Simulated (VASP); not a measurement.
Input of a VASP 6.6.1 run:

INCAR

```
ALGO = Fast ; DIPOL = 0.5 0.5 0.348
EDIFF = 1E-6 ; ENCUT = 520
GGA = PE ; IDIPOL = 3
ISIF = 2 ; ISMEAR = 0
LASPH = T ; LCHARG = F
LDIPOL = T ; LREAL = F
LWAVE = F ; NBANDS = 30
NELM = 80 ; PREC = Accurate
SIGMA = 0.1
```

KPOINTS

```
k-points
0
Gamma
  10 7 1
```

File POSCAR:

```
Ir4Cl
1.0
    2.7367600872      0.0000000000      0.0000000000
    0.0000000000      3.8703632323      0.0000000000
    0.0000000000      0.0000000000     19.4599433730
Ir Cl
4 1
Direct
    0.5000000000      0.5000000000      0.2055504440
    0.0000000000      0.0000000000      0.2758682254
    0.5000000000      0.5000000000      0.3454282605
    0.0000000000      0.0000000000      0.4090424736
    0.5000000000      0.5000000000      0.5055530430
```

Potentials or basis: VASP PAW PBE potentials, release 64 (Ir, Cl).

Command:

```console
$ cat potpaw_PBE.64/Ir/POTCAR potpaw_PBE.64/Cl/POTCAR > POTCAR
$ mpirun -np 1 vasp_std > vasp.out
```

Question: What does it give for the largest force?

Answer: 1.365 eV/Å.

Question: What does it give for the band gap on the k mesh?

Answer: Zero (an odd number of electrons rules out a gap without spin polarisation).

Forces in eV/Å, atoms in the order of the input:
```
Ir   0.000  0.000  1.197
Ir   0.000  0.000 -1.365
Ir   0.000  0.000 -0.961
Ir   0.000  0.000  1.123
Cl   0.000  0.000  0.006
```

Caveat: spin-orbit coupling is left out, which moves the levels of the heavy elements.
